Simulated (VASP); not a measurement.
Set up this calculation in VASP 6.6.1, as the native input.

| Item | Value |
| --- | --- |
| Task | electric field gradients |
| Functional | PBEsol |
| Potentials or basis | VASP PAW PBE potentials, release 64 (Si, Mo_sv) |
| Cutoff | 520 eV |
| k mesh | 16 × 16 × 16 |
| Occupations | fermi-dirac, width 0.08 eV |
| Spin | no spin polarisation |
| Dipole correction | no |
| Further INCAR settings | ALGO = Normal; EDIFF = 1e-08; NBANDS = 18 |

The structure of Si2Mo lies in POSCAR:

```
Si2Mo
1.0
   -1.6160000000      1.6160000000      3.9305000000
    1.6160000000     -1.6160000000      3.9305000000
    1.6160000000      1.6160000000     -3.9305000000
Si Mo
2 1
Direct
    0.3330000000      0.3330000000      0.0000000000
    0.6670000000      0.6670000000      0.0000000000
    0.0000000000      0.0000000000      0.0000000000
```

This cell differs from its parent crystal: equal xx and yy strain of +1 %.

The input as run:

INCAR

```
  PREC = Accurate
  ENCUT = 520
  EDIFF = 1E-8
  ISMEAR = -1
  SIGMA = 0.08
  LREAL = False
  LASPH = True
  NELM = 60
  ALGO = Normal
  ISIF = 2
  LWAVE = False
  LCHARG = False
  GGA = PS
  LEFG = True
  NBANDS = 18
```

KPOINTS

```
regular mesh
0
Gamma
  16 16 16
```

Potentials or basis: VASP PAW PBE potentials, release 64 (Si, Mo_sv).

The run is started by

```console
$ cat potpaw_PBE.64/Si/POTCAR potpaw_PBE.64/Mo_sv/POTCAR > POTCAR
$ mpirun -np 1 vasp_std > vasp.out
```

It gave:

The pressure is -6.2 GPa and the largest force is 0.347 eV/Å. The band gap on the k mesh is zero (band 11 reaches 12.36 eV, above the bottom of band 12 at 11.32 eV).

Caveat: the cell differs from its parent crystal (equal xx and yy strain of +1 %); without QUAD_EFG the Cq values of the log hold for a quadrupole moment of 1 mb, not for the nuclei; the PAW data sets were made with another functional, which shifts forces and pressure a little.

Wall time 4.1 min on 1 thread of AMD EPYC 9R45 96-Core Processor (Zen 5), on a shared host, peak memory 0.36 GiB.
